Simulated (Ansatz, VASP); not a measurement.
# Two plane-wave programs on Pt

INCAR

```
  ALGO = Fast
  EDIFF = 1E-6
  ENCUT = 520
  ISIF = 2
  ISMEAR = 0
  LASPH = True
  LCHARG = False
  LREAL = False
  LWAVE = False
  NBANDS = 11
  NELM = 100
  PREC = Accurate
  SIGMA = 0.15
```

File KPOINTS:

```
k-points
0
Gamma
  22 22 22
```

POSCAR

```
Pt
1.0
    0.0000000000      2.2670446049      1.5649408908
    2.2670446049      0.0000000000      1.5649408908
    2.2670446049      2.2670446049      0.0000000000
Pt
1
Direct
    0.0000000000      0.0000000000      0.0000000000
```

Input for Ansatz:

```yaml
crystal:
  lattice:
    - [0.0, 2.2670446049, 1.5649408908]
    - [2.2670446049, 0.0, 1.5649408908]
    - [2.2670446049, 2.2670446049, 0.0]
  atoms:
    - { symbol: Pt, position: [0.0, 0.0, 0.0] }
basis:
  ecutwfc: 420
kpoints:
  mp_grid: { grid: [22, 22, 22] }
hamiltonian:
  xc: lda
scf:
  occupations: { method: gaussian, width: 0.15 }
output:
  forces: true
  stress: true
  eigenvalues: true
```

Alike in both runs: task single point; functional LDA; k mesh 22 × 22 × 22; occupations gaussian, width 0.15 eV; no spin polarisation.

```csv
,VASP,Ansatz
version,VASP 6.6.1,Ansatz 0.2.0
potentials or method,"VASP PAW LDA potentials, release 64 (Pt), cutoff 520 eV","scalar-relativistic, plane waves, PAW"
valence electrons in the cell,10,18
```

|  | VASP | Ansatz | Ansatz less VASP |
| --- | --- | --- | --- |
| gap on the k mesh at the Fermi level (eV) | none | none | - |
| pressure (GPa) | -17.6 | -18.2 | -0.54 |
| traceless stress, the component that is largest in VASP (GPa) | -1.60 | -1.63 | -0.024 |

LDA's correlation is that of Perdew and Zunger in VASP and of Perdew and Wang (1992) in Ansatz. A gap of «none» marks a metal or a gap that the smearing closes. VASP's potentials hold 10 valence electrons a cell and Ansatz's 18, so a difference there can come from the potentials and not from the codes.

Spin-orbit coupling is off throughout.
